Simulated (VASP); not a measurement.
# Al (I4/mmm) in VASP: further runs, part 2 of 2

VASP 6.6.1. Earlier steps stand in the parts before.

## (5) Single point, LDA (volume 17.083 Å^3 an atom, c/a of the conventional cell 0.8612)

INCAR

```
SYSTEM = Al
PREC = Accurate ; ENCUT = 520
EDIFF = 1E-6 ; ISMEAR = 0
SIGMA = 0.15 ; LREAL = .FALSE.
LASPH = .TRUE. ; NELM = 80
ALGO = Fast ; ISIF = 2
LWAVE = .FALSE. ; LCHARG = .FALSE.
NBANDS = 8
```

KPOINTS

```
regular mesh
0
G
  22 22 22
  0 0 0
```

POSCAR

```
Al
1.0
   -1.7052970580      1.7052970580      1.4686018263
    1.7052970580     -1.7052970580      1.4686018263
    1.7052970580      1.7052970580     -1.4686018263
Al
1
Direct
    0.0000000000      0.0000000000      0.0000000000
```

Potentials or basis: VASP PAW LDA potentials, release 64 (Al).

Started as:

```bash
$ cat potpaw_LDA.64/Al/POTCAR > POTCAR
$ mpirun -np 1 vasp_std > vasp.out
```

OUTCAR:

```text
SYSTEM = Al
   PREC = Accurate
   ENCUT = 520
   EDIFF = 1E-6
   ISMEAR = 0
   LREAL = .FALSE.
   LASPH = .TRUE.
   NELM = 80
   ISIF = 2

 ion  position               nearest neighbor table
   1  0.000  0.000  0.000-

  LATTYP: Found a body centered tetragonal cell.
 ALAT       =     3.4105941160
 C/A-ratio  =     0.8612000000

  Lattice vectors:

 A1 = (  -1.7052970580,   1.7052970580,   1.4686018263)
 A2 = (   1.7052970580,  -1.7052970580,   1.4686018263)
 A3 = (   1.7052970580,   1.7052970580,  -1.4686018263)

Analysis of symmetry for initial positions (statically):
=====================================================================
 Subroutine PRICEL returns:
 Original cell was already a primitive cell.

 Routine SETGRP: Setting up the symmetry group for a
 body centered tetragonal supercell.

 Subroutine GETGRP returns: Found 16 space group operations
 (whereof 16 operations were pure point group operations)
 out of a pool of 16 trial point group operations.

The static configuration has the point symmetry D_4h.

Analysis of symmetry for dynamics (positions and initial velocities):
[... 156 lines left out ...]

  energy without entropy =       -4.09663854  energy(sigma->0) =       -4.09925894

 E-fermi :   7.4147     XC(G=0): -10.2151

 val. band max:        7.4115131143   @ k =  -0.1818   0.4545   0.1364
 cond. band min:       7.4180832224   @ k =  -0.3636  -0.4091   0.2273
 fundamental gap:      0.0065701082
 Fermi energy:         7.4147476828

 k-point     1 :       0.0000    0.0000    0.0000
  band No.  band energies     occupation
      1      -3.4300      2.00000
      2      18.3306      0.00000
      3      20.0988      0.00000
      4      20.0988      0.00000
      5      21.3675      0.00000
      6      21.9396      0.00000
      7      21.9396      0.00000
      8      22.6994      0.00000
[... 243 lines left out ...]
 k-point    24 :      -0.4545    0.0455   -0.0000
  band No.  band energies     occupation
      1       1.9768      2.00000
      2       6.0945      2.00000
      3      13.5026      0.00000
      4      15.1842      0.00000
      5      16.4746      0.00000
      6      18.8147      0.00000
      7      26.7880      0.00000
      8      28.9883      0.00000

 [... further k-points ...]
[... 5 lines left out ...]
  --------------------------------------------------------------------------------------
  -------------------------------------------------------------------------------------
  Total       -0.3012146     -0.3012146     -0.5147332      0.0000000      0.0000000      0.0000000
  in kB      -28.2502621    -28.2502621    -48.2757040      0.0000000      0.0000000      0.0000000
  external PRESSURE =     -34.9254094 kB  Pullay stress =       0.0000000 kB

 VOLUME and BASIS-vectors are now :
 -----------------------------------------------------------------------------
  energy-cutoff  :      520.00
  volume of cell :       17.08
      direct lattice vectors                 reciprocal lattice vectors
    -1.705297058  1.705297058  1.468601826     0.000000000  0.293204048  0.340459879
     1.705297058 -1.705297058  1.468601826     0.293204048  0.000000000  0.340459879
     1.705297058  1.705297058 -1.468601826     0.293204048  0.293204048  0.000000000

 POSITION                                       TOTAL-FORCE (eV/Angst)
 -----------------------------------------------------------------------------------
      0.00000      0.00000      0.00000         0.000000     -0.000000      0.000000
 -----------------------------------------------------------------------------------
    total drift:                                0.000000      0.000000      0.000000

  FREE ENERGIE OF THE ION-ELECTRON SYSTEM (eV)
  ---------------------------------------------------
  free  energy   TOTEN  =        -4.1018793504 eV

  energy  without entropy=       -4.0966385362  energy(sigma->0) =       -4.09925894
```

Run time: 83 s. Hardware: 1 thread of AMD EPYC 9R45 (Zen 5), shared host; peak memory 0.17 GiB.

What came out:

```
Free energy : -4.1019 eV
Pressure    : -3.5 GPa
```

Levels at points of the mesh, in eV from the Fermi level:
| k point | band 1 | band 2 | band 3 | band 4 |
| --- | --- | --- | --- | --- |
| (0.00, 0.00, 0.00) | -10.84 | 10.92 | 12.68 | 12.68 |
| (0.50, 0.00, 0.00) | -3.85 | -3.26 | 7.10 | 7.35 |
| (0.50, 0.50, 0.00) | -4.72 | -4.55 | 9.96 | 10.59 |
| (0.50, 0.50, 0.50) | 0.56 | 0.56 | 2.15 | 2.42 |

## (6) Single point, LDA (volume 17.083 Å^3 an atom, c/a of the conventional cell 1.0776)

INCAR

```
SYSTEM = Al
PREC     = Accurate       ! precision mode
ENCUT    = 520            ! plane-wave cutoff, eV
EDIFF    = 1E-6           ! SCF threshold, eV
ISMEAR   = 0              ! smearing method
SIGMA    = 0.15           ! smearing width, eV
LREAL    = .FALSE.        ! projectors in reciprocal space
LASPH    = .TRUE.         ! aspherical terms in the spheres
NELM     = 60             ! most SCF steps
ALGO     = Normal         ! electronic algorithm
ISIF     = 2              ! what is computed and relaxed
LWAVE    = .FALSE.        ! write WAVECAR
LCHARG   = .TRUE.         ! write CHGCAR
LELF     = .TRUE.         ! ELF
LVHAR    = .TRUE.       
NBANDS   = 8              ! bands
```

KPOINTS is that of step 5.

POSCAR

```
Al
1.0
   -1.5825187182      1.5825187182      1.7053221708
    1.5825187182     -1.5825187182      1.7053221708
    1.5825187182      1.5825187182     -1.7053221708
Al
1
Direct
    0.0000000000      0.0000000000      0.0000000000
```

Potentials or basis: VASP PAW LDA potentials, release 64 (Al).

Started as:

```bash
$ cat potpaw_LDA.64/Al/POTCAR > POTCAR
$ mpirun -np 1 vasp_std > vasp.out
```

It took 78 s on 1 thread of AMD EPYC 9R45 (Zen 5), shared host; peak memory 0.17 GiB.

It converged, with:

| Quantity | Value |
| --- | --- |
| Free energy | -4.0913 eV |
| Pressure | -3.6 GPa |

Stress tensor (GPa, compression positive):
```
-4.51  0.00  0.00
 0.00 -4.51  0.00
 0.00  0.00 -1.68
```

Levels at points of the mesh, in eV from the Fermi level:
| k point | band 1 | band 2 | band 3 | band 4 | band 5 |
| --- | --- | --- | --- | --- | --- |
| (0.00, 0.00, 0.00) | -10.86 | 12.53 | 12.53 | 13.56 | 13.99 |
| (0.50, 0.00, 0.00) | -4.25 | -4.04 | 8.28 | 8.74 | 10.28 |
| (0.50, 0.50, 0.00) | -3.90 | -3.38 | 6.97 | 7.28 | 8.57 |
| (0.50, 0.50, 0.50) | 0.54 | 2.30 | 2.48 | 2.48 | 3.52 |

## (7) Summary

| cell | gap on the mesh (eV) | pressure (GPa) |
| --- | --- | --- |
| a = 2.867 Å, angles 116.0, 116.0, 97.0°, 1 atom | none | -6.1 |
| a = 2.837 Å, angles 111.6, 111.6, 105.4°, 1 atom | none | -4.9 |
| a = 2.948 Å, angles 123.4, 123.4, 84.2°, 1 atom | none | -4.8 |
| a = 2.824 Å, angles 105.7, 105.7, 117.3°, 1 atom | none | -3.5 |
| a = 2.814 Å, angles 111.6, 111.6, 105.4°, 1 atom | none | -3.6 |

Alike in all rows: task single point; level LDA; potentials or basis VASP PAW LDA potentials, release 64 (Al); no spin polarisation; k mesh 22 × 22 × 22; cutoff (eV) 520; smearing gaussian 0.15 eV.

Total energies depend on the potentials used, so only differences within one code and one set of settings carry meaning.
